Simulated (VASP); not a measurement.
BN (lda), 4 atoms in the cell. The structure is hexagonal, space group P6_3mc (No. 186). Conventional cell: a = 2.521 Å, b = 2.521 Å, c = 4.237 Å, α = 90.00°, β = 90.00°, γ = 120.00°. Within 2.1 Å of B (site symmetry 3m) lie 4 N at 1.55 to 1.59 Å. N (site symmetry 3m) has 4 B at 1.55 to 1.59 Å within 2.1 Å.  This cell differs from its parent crystal: strained cell.

| Property | Result |
| --- | --- |
| Program | VASP 6.6.1 |
| Task | relaxation of the atoms |
| Functional | LDA |
| Potentials or basis | VASP PAW LDA potentials, release 64 (B, N) |
| Cutoff | 520 eV |
| k mesh | 9 × 9 × 6 |
| Occupations | gaussian, width 0.02 eV |
| Spin | no spin polarisation |
| Dipole correction | no |
| Further INCAR settings | ALGO = Normal; EDIFF = 1e-07; IBRION = 2; EDIFFG = -0.002; NSW = 60 |

Potentials or basis: VASP PAW LDA potentials, release 64 (B, N).

The run is started by

```bash
$ cat potpaw_LDA.64/B/POTCAR potpaw_LDA.64/N/POTCAR > POTCAR
$ mpirun -np 1 vasp_std > vasp.out
```

Hardware: 1 thread of Intel Xeon 6975P-C, on a shared host.

Question: Estimate the wall time of this run.

Answer: Run time: 15 s on 1 thread of Intel Xeon 6975P-C, on a shared host, peak memory 0.13 GiB. Counts: scf iterations 21, k points 48, ion steps 3.
